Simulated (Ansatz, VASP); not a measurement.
Si2Ni in VASP and in Ansatz

```
Si Ni
1.0
     0.00000    2.66844    2.66844
     2.66844    0.00000    2.66844
     2.66844    2.66844    0.00000
Si Ni
2 1
Direct
  0.25000 0.25000 0.25000
  0.75000 0.75000 0.75000
  0.00000 0.00000 0.00000
```

Alike in both runs: task single point; functional PBEsol; k mesh 14 × 14 × 14; occupations gaussian, width 0.1 eV; no spin polarisation.

```csv
,VASP,Ansatz
version,VASP 6.6.1,Ansatz 0.2.0
potentials or method,"VASP PAW PBE potentials, release 64 (Si, Ni), cutoff 520 eV","scalar-relativistic, plane waves, PAW"
valence electrons in the cell,18,26
```

|  | VASP | Ansatz | Ansatz less VASP |
| --- | --- | --- | --- |
| gap on the k mesh at the Fermi level (eV) | none | none | - |
| pressure (GPa) | 5.2 | 5.2 | -0.06 |

VASP's potentials were made for PBE, not for PBEsol. A gap of «none» marks a metal or a gap that the smearing closes. VASP's potentials hold 18 valence electrons a cell and Ansatz's 26, so a difference there can come from the potentials and not from the codes.
